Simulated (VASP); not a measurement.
A run of VASP 6.6.1 is set up as follows.

Contents of INCAR:

```
PREC = Accurate
ENCUT = 520
EDIFF = 1E-7
ISMEAR = 0
SIGMA = 0.02
LREAL = F
LASPH = T
NELM = 60
ALGO = Normal
ISIF = 2
LWAVE = F
LCHARG = F
GGA = PE
NBANDS = 28
```

KPOINTS

```
regular mesh
0
Gamma
  6 6 6
```

The input POSCAR:

```
BaZrO3
1.0
    4.2268118248      0.0000000000      0.0000000000
    0.0000000000      4.2268118248      0.0000000000
    0.0000000000      0.0000000000      4.2268118248
Ba Zr O
1 1 3
Direct
    0.0000000000      0.0000000000      0.0000000000
    0.5000000000      0.5000000000      0.5000000000
    0.5000000000      0.0000000000      0.5000000000
    0.5000000000      0.5000000000      0.0000000000
    0.0000000000      0.5000000000      0.5000000000
```

Potentials or basis: VASP PAW PBE potentials, release 64 (Ba_sv, Zr_sv, O).

Launch:

```bash
$ cat potpaw_PBE.64/Ba_sv/POTCAR potpaw_PBE.64/Zr_sv/POTCAR potpaw_PBE.64/O/POTCAR > POTCAR
$ mpirun -np 1 vasp_std > vasp.out
```

Question: Predict the band gap on the k mesh.

Answer: 3.13 eV, indirect (least direct gap 3.38 eV).

Question: Predict the pressure.

Answer: 1.0 GPa.

Caveat: spin-orbit coupling is left out, which moves the levels of the heavy elements. A k mesh can miss the band edges.
